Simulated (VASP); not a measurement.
# TiC (Fm-3m) in VASP: further runs

The runs below take TiC through electric field gradients, with PBEsol.

Everything below comes from runs of VASP 6.6.1. Logs are shortened: lines on timing, memory, paths and dates and some standing lists are left out, and cuts for length are marked.

**1. The cell of the first run**

The structure is cubic, space group Fm-3m (No. 225). Conventional cell: a = 4.299 Å, b = 4.299 Å, c = 4.299 Å, α = 90.00°, β = 90.00°, γ = 90.00°. Within 2.8 Å of Ti (site symmetry m-3m) lie 6 C at 2.15 Å. C (site symmetry m-3m) has 6 Ti at 2.15 Å within 2.8 Å.

**2. Electric field gradients, PBEsol (9.93 Å³/atom)**

File INCAR:

```
PREC = Accurate
ENCUT = 520
EDIFF = 1E-8
ISMEAR = -1
SIGMA = 0.03
LREAL = F
LASPH = T
NELM = 100
ALGO = Normal
ISIF = 2
LWAVE = F
LCHARG = F
GGA = PS
LEFG = T
NBANDS = 15
```

File KPOINTS:

```
Automatic mesh
0
Gamma
  14 14 14
```

File POSCAR:

```
TiC
1.0
    0.0000000000      2.1494760724      2.1494760724
    2.1494760724      0.0000000000      2.1494760724
    2.1494760724      2.1494760724      0.0000000000
Ti C
1 1
Direct
    0.0000000000      0.0000000000      0.0000000000
    0.5000000000      0.5000000000      0.5000000000
```

Potentials or basis: VASP PAW PBE potentials, release 64 (Ti_sv, C).

The run is started by

```bash
cat potpaw_PBE.64/Ti_sv/POTCAR potpaw_PBE.64/C/POTCAR > POTCAR
mpirun -np 1 vasp_std > vasp.out
```

OUTCAR:

```text
PREC = Accurate
   ENCUT = 520
   EDIFF = 1E-8
   ISMEAR = -1
   LREAL = F
   LASPH = T
   NELM = 100
   ISIF = 2
   GGA = PS

 ion  position               nearest neighbor table
   1  0.000  0.000  0.000-   2 2.15   2 2.15   2 2.15   2 2.15   2 2.15   2 2.15
   2  0.500  0.500  0.500-   1 2.15   1 2.15   1 2.15   1 2.15   1 2.15   1 2.15

  LATTYP: Found a face centered cubic cell.
 ALAT       =     4.2989521448

  Lattice vectors:

 A1 = (   0.0000000000,   2.1494760724,   2.1494760724)
 A2 = (   2.1494760724,   0.0000000000,   2.1494760724)
 A3 = (   2.1494760724,   2.1494760724,   0.0000000000)

Analysis of symmetry for initial positions (statically):
=====================================================================
 Subroutine PRICEL returns:
 Original cell was already a primitive cell.

 Routine SETGRP: Setting up the symmetry group for a
 face centered cubic supercell.

 Subroutine GETGRP returns: Found 48 space group operations
 (whereof 48 operations were pure point group operations)
 out of a pool of 48 trial point group operations.

The static configuration has the point symmetry O_h .

Analysis of symmetry for dynamics (positions and initial velocities):
=====================================================================
 Subroutine PRICEL returns:
 Original cell was already a primitive cell.

 Routine SETGRP: Setting up the symmetry group for a
 face centered cubic supercell.

 Subroutine GETGRP returns: Found 48 space group operations
 (whereof 48 operations were pure point group operations)
 out of a pool of 48 trial point group operations.

The dynamic configuration has the point symmetry O_h .

 Subroutine INISYM returns: Found 48 space group operations
 (whereof 48 operations are pure point group operations),
 and found     1 'primitive' translations

----------------------------------------------------------------------------------------

                                     Primitive cell

  volume of cell :      19.8622

  direct lattice vectors                    reciprocal lattice vectors
     0.000000000  2.149476072  2.149476072    -0.232614825  0.232614825  0.232614825
     2.149476072  0.000000000  2.149476072     0.232614825 -0.232614825  0.232614825
     2.149476072  2.149476072  0.000000000     0.232614825  0.232614825 -0.232614825

  length of vectors
     3.039818214  3.039818214  3.039818214     0.402900695  0.402900695  0.402900695

  position of ions in fractional coordinates (direct lattice)
     0.000000000  0.000000000  0.000000000
     0.500000000  0.500000000  0.500000000

  ion indices of the primitive-cell ions
   primitive index   ion index
                 1           1
                 2           2

----------------------------------------------------------------------------------------

 KPOINTS: Automatic mesh

Automatic generation of k-mesh.
 Grid dimensions read from file:
 generate k-points for:   14   14   14

 Generating k-lattice:

  Cartesian coordinates                     Fractional coordinates (reciprocal lattice)
    -0.016615345  0.016615345  0.016615345     0.071428571  0.000000000  0.000000000
     0.016615345 -0.016615345  0.016615345     0.000000000  0.071428571  0.000000000
     0.016615345  0.016615345 -0.016615345     0.000000000  0.000000000  0.071428571

  Length of vectors
     0.028778621  0.028778621  0.028778621

  Shift w.r.t. Gamma in fractional coordinates (k-lattice)
     0.000000000  0.000000000  0.000000000

 Subroutine IBZKPT returns following result:
 ===========================================

 Found    104 irreducible k-points:

 Following reciprocal coordinates:
            Coordinates               Weight
  0.000000  0.000000  0.000000      1.000000
  0.071429  0.000000  0.000000      8.000000
  0.142857  0.000000  0.000000      8.000000
  0.214286  0.000000  0.000000      8.000000
  0.285714  0.000000  0.000000      8.000000
  0.357143  0.000000  0.000000      8.000000
[... 16 lines left out ...]
  0.214286  0.142857  0.000000     24.000000
  0.285714  0.142857  0.000000     24.000000
 [... further k-points ...]
   k-points           NKPTS =    104   k-points in BZ     NKDIM =    104   number of bands    NBANDS=     15
   number of dos      NEDOS =    301   number of ions     NIONS =      2
   total plane-waves  NPLWV =  13824
   dimension x,y,z NGX =    24 NGY =   24 NGZ =   24
   dimension x,y,z NGXF=    48 NGYF=   48 NGZF=   48
   ions per type =               1   1
   NGX,Y,Z   is equivalent  to a cutoff of  13.13, 13.13, 13.13 a.u.
   NGXF,Y,Z  is equivalent  to a cutoff of  26.25, 26.25, 26.25 a.u.
 SYSTEM =  unknown system
   PREC   = accura    normal or accurate (medium, high low for compatibility)
   ISTART =      0    job   : 0-new  1-cont  2-samecut
   ICHARG =      2    charge: 1-file 2-atom 10-const
   ISPIN  =      1    spin polarized calculation?
   LNONCOLLINEAR =      F non collinear calculations
   LSORBIT =      F    spin-orbit coupling
   LASPH  =      T    aspherical Exc in radial PAW
   ENCUT  =  520.0 eV  38.22 Ry    6.18 a.u.   5.65  5.65  5.65*2*pi/ulx,y,z
   NELM   =    100;   NELMIN=  2; NELMDL= -5     # of ELM steps
   EDIFF  = 0.1E-07   stopping-criterion for ELM
   LREAL  =      F    real-space projection
   EDIFFG = 0.1E-06   stopping-criterion for IOM
   NSW    =      0    number of steps for IOM
   IBRION =     -1    ionic relax: 0-MD 1-quasi-New 2-CG
   NFREE  =      0    steps in history (QN), initial steepest desc. (CG)
   ISIF   =      2    stress and relaxation
   ISYM   =      2    0-nonsym 1-usesym 2-fastsym
   POTIM  = 0.5000    time-step for ionic-motion
   TEBEG  =    0.0;   TEEND  =   0.0 temperature during run
   PSTRESS=    0.0 pullay stress
   NELECT =      16.0000    total number of electrons
   NUPDOWN=      -1.0000    fix difference up-down
   EMIN   =  10.00;   EMAX   =-10.00  energy-range for DOS
   EFERMI =   0.00;   METHOD = LEGACY
   ISMEAR =    -1;   SIGMA  =   0.03  broadening in eV -4-tet -1-fermi 0-gaus
   EFERMI_NEDOS =   21; number of points for ismear=-14 and -15
   IALGO  =     38    algorithm
   IMIX   =      4    mixing-type and parameters
     AMIX     =   0.40;   BMIX     =  1.00
     AMIX_MAG =   1.60;   BMIX_MAG =  1.00
  volume/ion in A,a.u.               =       9.93        67.02
  Fermi-wavevector in a.u.,A,eV,Ry     =   1.523254  2.878532 31.569619  2.320302
  Thomas-Fermi vector in A             =   2.631722
   LORBIT       =      0    0 simple, 1 ext, 2 COOP (PROOUT), +10 PAW based schemes
   GGA     = PS    functional components
   LHFCALC =     F    Hartree Fock is set to
   AEXX    =    0.0000 exact exchange contribution
   IVDW    =     0    specifies the selected vdW correction
   LEPSILON=     F    determine dielectric tensor
   LRPA    =     F    only Hartree local field effects (RPA)
 non-spin polarized calculation
  energy-cutoff  :      520.00
  volume of cell :       19.86
 maximum number of plane-waves:       547
   NGX = 11   NGY = 11   NGZ = 11

 number of electron      16.0000003 magnetization

 Free energy of the ion-electron system (eV)
  ---------------------------------------------------
  ext. energy  EPLUGINS =         0.00000000
  ---------------------------------------------------
  free energy    TOTEN  =       -19.80219969 eV

  energy without entropy =      -19.80126760  energy(sigma->0) =      -19.80173364

 E-fermi :   9.5651     XC(G=0): -12.9775

 val. band max:        9.5610817238   @ k =   0.3571   0.2857   0.0000
 cond. band min:       9.5656548434   @ k =   0.5000   0.5000   0.0000
 fundamental gap:      0.0045731195
 Fermi energy:         9.5651355110

 k-point     1 :       0.0000    0.0000    0.0000
  band No.  band energies     occupation
      1     -46.6954      2.00000
      2     -22.8097      2.00000
      3     -22.8097      2.00000
      4     -22.8097      2.00000
      5      -2.9033      2.00000
      6      10.2399      0.00000
      7      10.2399      0.00000
      8      10.2399      0.00000
      9      11.3030      0.00000
     10      11.3030      0.00000
     11      11.3030      0.00000
     12      11.3431      0.00000
     13      11.3431      0.00000
     14      20.3814      0.00000
     15      23.5849      0.00000

 k-point     2 :       0.0714    0.0000    0.0000
  band No.  band energies     occupation
      1     -46.6914      2.00000
      2     -22.8382      2.00000
      3     -22.8124      2.00000
      4     -22.8124      2.00000
      5      -2.7837      2.00000
      6       9.6849      0.03627
      7       9.9568      0.00000
      8       9.9568      0.00000
      9      10.5920      0.00000
     10      10.5920      0.00000
     11      11.5919      0.00000
     12      12.5129      0.00000
     13      12.5129      0.00000
     14      20.5846      0.00000
     15      23.6521      0.00000

 k-point     3 :       0.1429    0.0000    0.0000
  band No.  band energies     occupation
      1     -46.6799      2.00000
      2     -22.9172      2.00000
      3     -22.8197      2.00000
      4     -22.8197      2.00000
      5      -2.4346      2.00000
      6       8.6208      2.00000
      7       9.0453      2.00000
      8       9.0453      2.00000
      9      10.7534      0.00000
     10      10.7534      0.00000
     11      11.9653      0.00000
     12      13.7686      0.00000
     13      13.7686      0.00000
     14      21.0304      0.00000
     15      23.7177      0.00000
[... 343 lines left out ...]
 k-point    23 :       0.2143    0.1429    0.0000
  band No.  band energies     occupation
      1     -46.6623      2.00000
      2     -22.9810      2.00000
      3     -22.8615      2.00000
      4     -22.8554      2.00000
      5      -1.9352      2.00000
      6       7.0939      2.00000
      7       8.7223      2.00000
      8       9.0627      2.00000
      9       9.9513      0.00001
     10      11.6184      0.00000
     11      12.8746      0.00000
     12      13.2994      0.00000
     13      15.2757      0.00000
     14      21.9483      0.00000
     15      23.9602      0.00000

 k-point    24 :       0.2857    0.1429    0.0000
  band No.  band energies     occupation
      1     -46.6462      2.00000
      2     -23.0816      2.00000
      3     -22.8766      2.00000
      4     -22.8673      2.00000
      5      -1.4034      2.00000
      6       6.3420      2.00000
      7       7.8706      2.00000
      8       8.4348      2.00000
      9      10.3830      0.00000
     10      11.9320      0.00000
     11      13.0795      0.00000
     12      14.2341      0.00000
     13      16.1610      0.00000
     14      21.9307      0.00000
     15      24.0387      0.00000

 [... further k-points ...]

------------------------ aborting loop because EDIFF is reached ----------------------------------------

  FORCE on cell =-STRESS in cart. coord.  units (eV):
  Direction    XX          YY          ZZ          XY          YZ          ZX
  --------------------------------------------------------------------------------------
  -------------------------------------------------------------------------------------
  Total       -0.0990224     -0.0990224     -0.0990224      0.0000000      0.0000000      0.0000000
  in kB       -7.9875967     -7.9875967     -7.9875967      0.0000000      0.0000000      0.0000000
  external PRESSURE =      -7.9875967 kB  Pullay stress =       0.0000000 kB

 VOLUME and BASIS-vectors are now :
 -----------------------------------------------------------------------------
  energy-cutoff  :      520.00
  volume of cell :       19.86
      direct lattice vectors                 reciprocal lattice vectors
     0.000000000  2.149476072  2.149476072    -0.232614825  0.232614825  0.232614825
     2.149476072  0.000000000  2.149476072     0.232614825 -0.232614825  0.232614825
     2.149476072  2.149476072  0.000000000     0.232614825  0.232614825 -0.232614825

 POSITION                                       TOTAL-FORCE (eV/Angst)
 -----------------------------------------------------------------------------------
      0.00000      0.00000      0.00000         0.000000      0.000000      0.000000
      2.14948      2.14948      2.14948        -0.000000     -0.000000     -0.000000
 -----------------------------------------------------------------------------------
    total drift:                                0.000000     -0.000000     -0.000000

  FREE ENERGIE OF THE ION-ELECTRON SYSTEM (eV)
  ---------------------------------------------------
  free  energy   TOTEN  =       -19.8021996935 eV

  energy  without entropy=      -19.8012675958  energy(sigma->0) =      -19.80173364

 Electric field gradients (V/A^2)
---------------------------------------------------------------------
 ion       V_xx      V_yy      V_zz      V_xy      V_xz      V_yz
---------------------------------------------------------------------
   1       0.000     0.000    -0.000     0.001     0.001     0.001
   2      -0.000     0.000    -0.000    -0.000    -0.000    -0.000
---------------------------------------------------------------------

 Electric field gradients after diagonalization (V/A^2)
 (convention: |V_zz| > |V_xx| > |V_yy|)
----------------------------------------------------------------------
 ion       V_xx      V_yy      V_zz     asymmetry (V_yy - V_xx)/ V_zz
----------------------------------------------------------------------
   1      -0.001    -0.001     0.001       0.000
   2       0.000     0.000    -0.000       0.000
----------------------------------------------------------------------

           NMR quadrupolar parameters

 Cq : quadrupolar parameter    Cq=e*Q*V_zz/h
 eta: asymmetry parameters     (V_yy - V_xx)/ V_zz
 Q  : nuclear electric quadrupole moment in mb (millibarn)
----------------------------------------------------------------------
 ion       Cq(MHz)       eta       Q (mb)
----------------------------------------------------------------------
   1       0.000       0.000       1.000
   2      -0.000       0.000       1.000
----------------------------------------------------------------------
```

Run time: 56 s. Hardware: 1 thread of AMD EPYC 7R13, shared host; peak memory 0.13 GiB.

What came out:

```yaml
Free_energy: -19.8022 eV
Pressure: -0.8 GPa
Band_gap_on_the_k_mesh: zero (bands 8 and 9 overlap by 1.08 eV)
Largest_electric_field_gradient_by_atom: zero within the noise of the run
```

Caveat: the PAW data sets were made with another functional, which shifts forces and pressure a little.

(Part 1 of 2 ends here.)
